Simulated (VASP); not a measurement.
Set up this calculation in VASP 6.6.1, as the native input.

| Item | Value |
| --- | --- |
| Task | single point |
| Functional | revPBE |
| Potentials or basis | VASP PAW PBE potentials, release 64 (Cr_pv) |
| Cutoff | 520 eV |
| k mesh | 15 × 15 × 15 |
| Occupations | fermi-dirac, width 0.1 eV |
| Spin | no spin polarisation |
| Dipole correction | no |
| Further INCAR settings | ALGO = Normal; EDIFF = 1e-06; NBANDS = 12 |

The structure of Cr lies in POSCAR:

```
Cr
1.0
    2.2878089824      0.0000000000      0.0000000000
    0.0000000000      2.2878089824      0.0000000000
    0.0000000000      0.0000000000      2.2878089824
Cr
1
Direct
    0.0000000000      0.0000000000      0.0000000000
```

This cell differs from its parent crystal: volume scaled by 0.92.

One way to write it, as run:

INCAR

```
SYSTEM = Cr
PREC     = Accurate       ! precision mode
ENCUT    = 520            ! plane-wave cutoff, eV
EDIFF    = 1E-6           ! SCF threshold, eV
ISMEAR   = -1             ! smearing method
SIGMA    = 0.1            ! smearing width, eV
LREAL    = .FALSE.        ! projectors in reciprocal space
LASPH    = .TRUE.         ! aspherical terms in the spheres
NELM     = 80             ! most SCF steps
ALGO     = Normal         ! electronic algorithm
ISIF     = 2              ! what is computed and relaxed
LWAVE    = .FALSE.        ! write WAVECAR
LCHARG   = .TRUE.         ! write CHGCAR
GGA      = RE             ! functional
LELF     = .TRUE.         ! ELF
LVHAR    = .TRUE.       
NBANDS   = 12             ! bands
```

KPOINTS

```
Automatic mesh
0
G
  15 15 15
  0 0 0
```

Potentials or basis: VASP PAW PBE potentials, release 64 (Cr_pv).

The run is started by

```console
$ cat potpaw_PBE.64/Cr_pv/POTCAR > POTCAR
$ mpirun -np 1 vasp_std > vasp.out
```

It gave:

```yaml
Pressure: 18.5 GPa
Band_gap_on_the_k_mesh: zero (band 6 reaches 11.75 eV, above the bottom of band 7 at 9.87 eV)
```

Caveat: the PAW data sets were made with another functional, which shifts forces and pressure a little; the run has no spin polarisation, though such a crystal can be magnetic.

Wall time 10 s on 1 thread of Intel(R) Xeon(R) Platinum 8259CL CPU @ 2.50GHz (Skylake/Cascade Lake) (shared host), peak memory 0.13 GiB.
